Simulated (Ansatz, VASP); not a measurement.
Two plane-wave programs on CdF2

File INCAR:

```
SYSTEM = CdF2
PREC = Accurate
ENCUT = 520
EDIFF = 1E-6
ISMEAR = 0
SIGMA = 0.05
LREAL = .False.
LASPH = .True.
NELM = 60
ALGO = Normal
ISIF = 2
LWAVE = .False.
LCHARG = .False.
GGA = PS
NBANDS = 20
```

Contents of KPOINTS:

```
Automatic mesh
0
Gamma
  8 8 8
  0 0 0
```

The input POSCAR:

```
CdF2
1.0
    0.0000000000      2.6920729557      2.6920729557
    2.6920729557      0.0000000000      2.6920729557
    2.6920729557      2.6920729557      0.0000000000
Cd F
1 2
Direct
    0.0000000000      0.0000000000      0.0000000000
    0.2500000000      0.2500000000      0.2500000000
    0.7500000000      0.7500000000      0.7500000000
```

Input for Ansatz:

```yaml
crystal:
  lattice:
    - [0.0, 2.6920729557, 2.6920729557]
    - [2.6920729557, 0.0, 2.6920729557]
    - [2.6920729557, 2.6920729557, 0.0]
  atoms:
    - { symbol: Cd, position: [0.0, 0.0, 0.0] }
    - { symbol: F, position: [0.25, 0.25, 0.25] }
    - { symbol: F, position: [0.75, 0.75, 0.75] }
basis:
  ecutwfc: 520.0
kpoints:
  mp_grid: { grid: [8, 8, 8] }
hamiltonian:
  xc: pbesol
scf:
  occupations: { method: gaussian, width: 0.05 }
output:
  forces: true
  stress: true
  eigenvalues: true
  write_density: true
  write_potential: true
  elf: true
  volumetric_format: npy
```

Alike in both runs: task single point; functional PBEsol; k mesh 8 × 8 × 8; occupations gaussian, width 0.05 eV; no spin polarisation.

|  | VASP | Ansatz |
| --- | --- | --- |
| version | VASP 6.6.1 | Ansatz 0.2.0 |
| potentials or method | VASP PAW PBE potentials, release 64 (Cd, F), cutoff 520 eV | scalar-relativistic, plane waves, PAW |
| valence electrons in the cell | 26 | 34 |

VASP gave:

| Item | Value |
| --- | --- |
| gap on the k mesh at the Fermi level (eV) | 2.91 |
| least direct gap on the mesh (eV) | 3.40 |
| pressure (GPa) | 0.8 |

Which values does Ansatz return?

gap on the k mesh at the Fermi level (eV): 2.94; least direct gap on the mesh (eV): 3.43; pressure (GPa): 0.0.

VASP's potentials were made for PBE, not for PBEsol. The functional is the same, so the differences come from potentials, cutoffs and numerics. VASP's potentials hold 26 valence electrons a cell and Ansatz's 34, so a difference there can come from the potentials and not from the codes.
